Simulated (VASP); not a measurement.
A run of VASP 6.6.1 is set up as follows.

File INCAR:

```
SYSTEM = Sr
  PREC = Accurate
  ENCUT = 520
  EDIFF = 1E-7
  ISMEAR = -1
  SIGMA = 0.1
  LREAL = .False.
  LASPH = .True.
  NELM = 80
  ALGO = Normal
  ISIF = 2
  LWAVE = .False.
  LCHARG = .False.
  GGA = RP
  NBANDS = 28
```

Contents of KPOINTS:

```
regular mesh
0
Gamma
  10 10 3
  0 0 0
```

File POSCAR:

```
Sr
1.0
    4.1735764183      0.0000000000      0.0000000000
   -2.0867882091      3.6144232029      0.0000000000
    0.0000000000      0.0000000000     13.6628330458
Sr
4
Direct
    1.0000000000      1.0000000000      0.0000000000
    1.0000000000      1.0000000000      0.5000000000
    0.3333333333      0.6666666667      0.2500000000
    0.6666666667      0.3333333333      0.7500000000
```

Potentials or basis: VASP PAW PBE potentials, release 64 (Sr_sv).

Launch:

```sh
$ cat potpaw_PBE.64/Sr_sv/POTCAR > POTCAR
$ mpirun -np 1 vasp_std > vasp.out
```

**Question.** Estimate the pressure.

**Answer.** 1.7 GPa.

**Question.** Estimate the band gap on the k mesh.

**Answer.** Zero (bands 20 and 21 overlap by 0.09 eV).

Caveat: the PAW data sets were made with another functional, which shifts forces and pressure a little.
